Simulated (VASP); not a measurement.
# Ag (P6_3/mmc) in VASP: notebook

Runs on Ag. Level: PBE. Tasks: single point.

Program: VASP 6.6.1. These are calculated values, not measurements. Logs are shortened: lines on timing, memory, paths and dates and some standing lists are left out, and cuts for length are marked.

**1. The cell of the first run**

Symmetry: P6_3/mmc, No. 194, hexagonal system. The conventional cell has a = 2.822 Å, b = 2.822 Å, c = 4.570 Å, α = 90.00°, β = 90.00°, γ = 120.00°. Within 3.7 Å of Ag (site symmetry -6m2) lie 12 Ag at 2.81 to 2.82 Å.

**2. Single point, PBE (volume scaled by 0.88)**

INCAR

```
SYSTEM = Ag
  PREC = Accurate
  ENCUT = 520
  EDIFF = 1E-6
  ISMEAR = -1
  SIGMA = 0.1
  LREAL = .FALSE.
  LASPH = .TRUE.
  NELM = 80
  ALGO = Normal
  ISIF = 2
  LWAVE = .FALSE.
  LCHARG = .FALSE.
  GGA = PE
  NBANDS = 18
```

KPOINTS

```
regular mesh
0
G
  14 14 8
  0 0 0
```

POSCAR

```
Ag
1.0
    2.8223152806      0.0000000000      0.0000000000
   -1.4111576403      2.4441967305      0.0000000000
    0.0000000000      0.0000000000      4.5703499287
Ag
2
Direct
    0.3333333333      0.6666666667      0.2500000000
    0.6666666667      0.3333333333      0.7500000000
```

Potentials or basis: VASP PAW PBE potentials, release 64 (Ag).

Started as:

```sh
$ cat potpaw_PBE.64/Ag/POTCAR > POTCAR
$ mpirun -np 1 vasp_std > vasp.out
```

OUTCAR:

```text
SYSTEM = Ag
   PREC = Accurate
   ENCUT = 520
   EDIFF = 1E-6
   ISMEAR = -1
   LREAL = .FALSE.
   LASPH = .TRUE.
   NELM = 80
   ISIF = 2
   GGA = PE

 ion  position               nearest neighbor table
   1  0.333  0.667  0.250-   2 2.81   2 2.81   2 2.81   2 2.81   2 2.81   2 2.81
   2  0.667  0.333  0.750-   1 2.81   1 2.81   1 2.81   1 2.81   1 2.81   1 2.81

  LATTYP: Found a hexagonal cell.
 ALAT       =     2.8223152806
 C/A-ratio  =     1.6193619331

  Lattice vectors:

 A1 = (   2.8223152806,   0.0000000000,   0.0000000000)
 A2 = (  -1.4111576403,   2.4441967305,   0.0000000000)
 A3 = (   0.0000000000,   0.0000000000,   4.5703499287)

Analysis of symmetry for initial positions (statically):
=====================================================================
 Subroutine PRICEL returns:
 Original cell was already a primitive cell.

 Routine SETGRP: Setting up the symmetry group for a
 hexagonal supercell.

 Subroutine GETGRP returns: Found 24 space group operations
 (whereof 12 operations were pure point group operations)
 out of a pool of 24 trial point group operations.

The static configuration has the point symmetry D_3d.
 The point group associated with its full space group is D_6h.

Analysis of symmetry for dynamics (positions and initial velocities):
=====================================================================
 Subroutine PRICEL returns:
 Original cell was already a primitive cell.

 Routine SETGRP: Setting up the symmetry group for a
 hexagonal supercell.

 Subroutine GETGRP returns: Found 24 space group operations
 (whereof 12 operations were pure point group operations)
 out of a pool of 24 trial point group operations.

The dynamic configuration has the point symmetry D_3d.
 The point group associated with its full space group is D_6h.

 Subroutine INISYM returns: Found 24 space group operations
 (whereof 12 operations are pure point group operations),
 and found     1 'primitive' translations

----------------------------------------------------------------------------------------

                                     Primitive cell

  volume of cell :      31.5276

  direct lattice vectors                    reciprocal lattice vectors
     2.822315281  0.000000000  0.000000000     0.354319026  0.204566185  0.000000000
    -1.411157640  2.444196730  0.000000000     0.000000000  0.409132370  0.000000000
     0.000000000  0.000000000  4.570349929     0.000000000  0.000000000  0.218801627

  length of vectors
     2.822315281  2.822315281  4.570349929     0.409132370  0.409132370  0.218801627

  position of ions in fractional coordinates (direct lattice)
     0.333333333  0.666666667  0.250000000
     0.666666667  0.333333333  0.750000000

  ion indices of the primitive-cell ions
   primitive index   ion index
                 1           1
                 2           2

----------------------------------------------------------------------------------------

 KPOINTS: regular mesh

Automatic generation of k-mesh.
 Grid dimensions read from file:
 generate k-points for:   14   14    8

 Generating k-lattice:

  Cartesian coordinates                     Fractional coordinates (reciprocal lattice)
     0.025308502  0.014611870  0.000000000     0.071428571 -0.000000000  0.000000000
     0.000000000  0.029223741  0.000000000     0.000000000  0.071428571  0.000000000
     0.000000000  0.000000000  0.027350203     0.000000000  0.000000000  0.125000000

  Length of vectors
     0.029223741  0.029223741  0.027350203

  Shift w.r.t. Gamma in fractional coordinates (k-lattice)
     0.000000000  0.000000000  0.000000000

 Subroutine IBZKPT returns following result:
 ===========================================

 Found    120 irreducible k-points:

 Following reciprocal coordinates:
            Coordinates               Weight
  0.000000  0.000000  0.000000      1.000000
  0.071429  0.000000  0.000000      6.000000
  0.142857  0.000000  0.000000      6.000000
  0.214286  0.000000  0.000000      6.000000
  0.285714  0.000000  0.000000      6.000000
  0.357143  0.000000  0.000000      6.000000
[... 16 lines left out ...]
  0.285714  0.285714  0.000000      6.000000
  0.357143  0.285714  0.000000      6.000000
 [... further k-points ...]
   k-points           NKPTS =    120   k-points in BZ     NKDIM =    120   number of bands    NBANDS=     18
   number of dos      NEDOS =    301   number of ions     NIONS =      2
   total plane-waves  NPLWV =  20736
   dimension x,y,z NGX =    24 NGY =   24 NGZ =   36
   dimension x,y,z NGXF=    48 NGYF=   48 NGZF=   72
   ions per type =               2
   NGX,Y,Z   is equivalent  to a cutoff of  14.14, 14.14, 13.09 a.u.
   NGXF,Y,Z  is equivalent  to a cutoff of  28.27, 28.27, 26.19 a.u.
 SYSTEM =  Ag
   PREC   = accura    normal or accurate (medium, high low for compatibility)
   ISTART =      0    job   : 0-new  1-cont  2-samecut
   ICHARG =      2    charge: 1-file 2-atom 10-const
   ISPIN  =      1    spin polarized calculation?
   LNONCOLLINEAR =      F non collinear calculations
   LSORBIT =      F    spin-orbit coupling
   LASPH  =      T    aspherical Exc in radial PAW
   ENCUT  =  520.0 eV  38.22 Ry    6.18 a.u.   5.25  5.25  8.50*2*pi/ulx,y,z
   NELM   =     80;   NELMIN=  2; NELMDL= -5     # of ELM steps
   EDIFF  = 0.1E-05   stopping-criterion for ELM
   LREAL  =      F    real-space projection
   EDIFFG = 0.1E-04   stopping-criterion for IOM
   NSW    =      0    number of steps for IOM
   IBRION =     -1    ionic relax: 0-MD 1-quasi-New 2-CG
   NFREE  =      0    steps in history (QN), initial steepest desc. (CG)
   ISIF   =      2    stress and relaxation
   ISYM   =      2    0-nonsym 1-usesym 2-fastsym
   POTIM  = 0.5000    time-step for ionic-motion
   TEBEG  =    0.0;   TEEND  =   0.0 temperature during run
   PSTRESS=    0.0 pullay stress
   NELECT =      22.0000    total number of electrons
   NUPDOWN=      -1.0000    fix difference up-down
   EMIN   =  10.00;   EMAX   =-10.00  energy-range for DOS
   EFERMI =   0.00;   METHOD = LEGACY
   ISMEAR =    -1;   SIGMA  =   0.10  broadening in eV -4-tet -1-fermi 0-gaus
   EFERMI_NEDOS =   21; number of points for ismear=-14 and -15
   IALGO  =     38    algorithm
   IMIX   =      4    mixing-type and parameters
     AMIX     =   0.40;   BMIX     =  1.00
     AMIX_MAG =   1.60;   BMIX_MAG =  1.00
  volume/ion in A,a.u.               =      15.76       106.38
  Fermi-wavevector in a.u.,A,eV,Ry     =   1.452063  2.744000 28.687692  2.108486
  Thomas-Fermi vector in A             =   2.569488
   LORBIT       =      0    0 simple, 1 ext, 2 COOP (PROOUT), +10 PAW based schemes
   GGA     = PE    functional components
   LHFCALC =     F    Hartree Fock is set to
   AEXX    =    0.0000 exact exchange contribution
   IVDW    =     0    specifies the selected vdW correction
   LEPSILON=     F    determine dielectric tensor
   LRPA    =     F    only Hartree local field effects (RPA)
 non-spin polarized calculation
  energy-cutoff  :      520.00
  volume of cell :       31.53
 maximum number of plane-waves:       864
 NGX is ok and might be reduce to    24
   NGX = 11   NGY = 11   NGZ = 17

 number of electron      22.0000001 magnetization

 Free energy of the ion-electron system (eV)
  ---------------------------------------------------
  ext. energy  EPLUGINS =         0.00000000
  ---------------------------------------------------
  free energy    TOTEN  =        -5.24619705 eV

  energy without entropy =       -5.22631724  energy(sigma->0) =       -5.23625715

 E-fermi :   9.5356     XC(G=0): -12.6838

 val. band max:        9.5169713230   @ k =   0.0714   0.0000   0.0000
 cond. band min:       9.5606098104   @ k =   0.4286   0.0000   0.5000
 fundamental gap:      0.0436384874
 Fermi energy:         9.5356422350

 k-point     1 :       0.0000    0.0000    0.0000
  band No.  band energies     occupation
      1       1.2063      2.00000
      2       2.6543      2.00000
      3       4.4960      2.00000
      4       4.5610      2.00000
      5       4.5610      2.00000
      6       4.8470      2.00000
[... 10 lines left out ...]
     17      28.6762      0.00000
     18      28.6762      0.00000

 k-point     2 :       0.0714    0.0000    0.0000
  band No.  band energies     occupation
      1       1.3561      2.00000
      2       2.7439      2.00000
      3       4.3629      2.00000
      4       4.6457      2.00000
      5       4.6849      2.00000
      6       4.8160      2.00000
[... 10 lines left out ...]
     17      27.7340      0.00000
     18      28.6712      0.00000

 k-point     3 :       0.1429    0.0000    0.0000
  band No.  band energies     occupation
      1       1.7820      2.00000
      2       2.9686      2.00000
      3       4.1882      2.00000
      4       4.6997      2.00000
      5       4.8272      2.00000
      6       4.8895      2.00000
[... 10 lines left out ...]
     17      28.0052      0.00000
     18      28.3875      0.00000

 k-point     4 :       0.2143    0.0000    0.0000
  band No.  band energies     occupation
      1       2.3839      2.00000
      2       3.1596      2.00000
      3       4.1266      2.00000
      4       4.3240      2.00000
      5       4.6365      2.00000
      6       4.8492      2.00000
[... 375 lines left out ...]
      4       4.3519      2.00000
      5       4.5705      2.00000
      6       4.6952      2.00000
[... 10 lines left out ...]
     17      21.2033      0.00000
     18      23.4710      0.00000

 k-point    23 :       0.2857    0.2857    0.0000
  band No.  band energies     occupation
      1       3.1624      2.00000
      2       3.6016      2.00000
      3       3.6954      2.00000
      4       4.2955      2.00000
      5       4.3468      2.00000
      6       4.6646      2.00000
[... 10 lines left out ...]
     17      22.0027      0.00000
     18      22.1458      0.00000

 k-point    24 :       0.3571    0.2857    0.0000
  band No.  band energies     occupation
      1       3.1308      2.00000
      2       3.6595      2.00000
      3       3.7399      2.00000
      4       4.2673      2.00000
      5       4.4059      2.00000
      6       4.5527      2.00000
[... 10 lines left out ...]
     17      20.7939      0.00000
     18      21.9155      0.00000

 [... further k-points ...]

------------------------ aborting loop because EDIFF is reached ----------------------------------------

  FORCE on cell =-STRESS in cart. coord.  units (eV):
  Direction    XX          YY          ZZ          XY          YZ          ZX
  --------------------------------------------------------------------------------------
  -------------------------------------------------------------------------------------
  Total        3.1004891      3.1004891      3.3929075      0.0000000     -0.0000000      0.0000000
  in kB      157.5613359    157.5613359    172.4215198      0.0000000     -0.0000000      0.0000000
  external PRESSURE =     162.5147305 kB  Pullay stress =       0.0000000 kB

 VOLUME and BASIS-vectors are now :
 -----------------------------------------------------------------------------
  energy-cutoff  :      520.00
  volume of cell :       31.53
      direct lattice vectors                 reciprocal lattice vectors
     2.822315281  0.000000000  0.000000000     0.354319026  0.204566185  0.000000000
    -1.411157640  2.444196730  0.000000000     0.000000000  0.409132370  0.000000000
     0.000000000  0.000000000  4.570349929     0.000000000  0.000000000  0.218801627

 POSITION                                       TOTAL-FORCE (eV/Angst)
 -----------------------------------------------------------------------------------
     -0.00000      1.62946      1.14259         0.000000      0.000000     -0.000000
      1.41116      0.81473      3.42776        -0.000000      0.000000      0.000000
 -----------------------------------------------------------------------------------
    total drift:                               -0.000000      0.000000     -0.000000

  FREE ENERGIE OF THE ION-ELECTRON SYSTEM (eV)
  ---------------------------------------------------
  free  energy   TOTEN  =        -5.2461970513 eV

  energy  without entropy=       -5.2263172442  energy(sigma->0) =       -5.23625715
```

Run time: 27 s. Hardware: 1 thread of Intel Xeon Platinum 8488C (Sapphire Rapids), shared host; peak memory 0.19 GiB.

What came out:

```yaml
Free_energy: -5.2462 eV
Pressure: 16.3 GPa
Band_gap_on_the_k_mesh: zero (band 11 reaches 13.42 eV, above the bottom of band 12 at 6.04 eV)
```

(Continued in part 2 of 2.)
